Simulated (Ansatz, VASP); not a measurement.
# Fe in VASP and in Ansatz

Contents of POSCAR:

```
Fe
1.0
   -1.4332500000      1.4332500000      1.4332500000
    1.4332500000     -1.4332500000      1.4332500000
    1.4332500000      1.4332500000     -1.4332500000
Fe
1
Direct
    0.0000000000      0.0000000000      0.0000000000
```

The input INCAR.step1:

```
SYSTEM = Fe
ALGO = Normal
EDIFF = 1E-4
ENCUT = 600
GGA = PE
ISMEAR = -1
ISPIN = 2
LASPH = .True.
LCHARG = .False.
LMAXMIX = 4
LREAL = .False.
LWAVE = .True.
MAGMOM = 2.5
NELM = 150
PREC = Accurate
SIGMA = 0.05
```

File INCAR.step2:

```
SYSTEM = Fe
ALGO = Normal
EDIFF = 1E-7
EDIFFG = -0.01
ENCUT = 600
IBRION = 2
ISIF = 3
ISMEAR = -1
ISPIN = 2
ISTART = 1
LASPH = .True.
LCHARG = .False.
LMAXMIX = 4
LMIXTAU = .True.
LORBIT = 11
LREAL = .False.
LWAVE = .False.
MAGMOM = 2.5
METAGGA = R2SCAN
NELM = 150
NSW = 80
PREC = Accurate
SIGMA = 0.05
```

File KPOINTS:

```
k-points
0
Gamma
  15 15 15
  0 0 0
```

Input for Ansatz:

```yaml
crystal:
  lattice:
    - [-1.43325, 1.43325, 1.43325]
    - [1.43325, -1.43325, 1.43325]
    - [1.43325, 1.43325, -1.43325]
  atoms:
    - { symbol: Fe, position: [0.0, 0.0, 0.0], spin: 2.5 }
hamiltonian:
  xc: r2scan
  pseudopotentials:
    kind: paw
    azcp:
      Fe: "pseudopotentials/Fe.paw.azcp"
basis:
  ecutwfc: 500
  fft_grid_basis: typed
kpoints:
  mp_grid: { grid: [15, 15, 15], shift: [0, 0, 0] }
magnetization:
  spin_polarized: true
scf:
  occupations: { method: fermi_dirac, width: 0.05 }
relax:
  max_steps: 60
  f_tol: 0.01
  cell: {}
```

Alike in both runs: task relaxation of cell and atoms; functional r2SCAN; k mesh 15 × 15 × 15; occupations fermi-dirac, width 0.05 eV; collinear spin.

|  | VASP | Ansatz |
| --- | --- | --- |
| version | VASP 6.6.1 | Ansatz 0.2.0 |
| potentials or method | VASP PAW PBE potentials, release 64 (Fe), cutoff 600 eV | plane waves (500 eV) with PAW, scalar-relativistic |
| valence electrons in the cell | 8 | 16 |

```tsv
	VASP	Ansatz	Ansatz less VASP
net moment per atom (μB)	2.67	2.67	+0.004
size of the moment on the site where the two differ most (μB)	2.74	2.83	+0.090
relaxed volume (Å³/atom)	11.78	11.81	+0.032
relaxed cell length with the largest relative difference (Å)	2.482	2.485	+0.0023
```

VASP's potentials were made for PBE, not for r2SCAN. Site moments also hang on the region over which each program counts them. VASP's potentials hold 8 valence electrons a cell and Ansatz's 16, so a difference there can come from the potentials and not from the codes.

Noted on VASP's run: the relaxation stopped at its first step, so nothing moved.
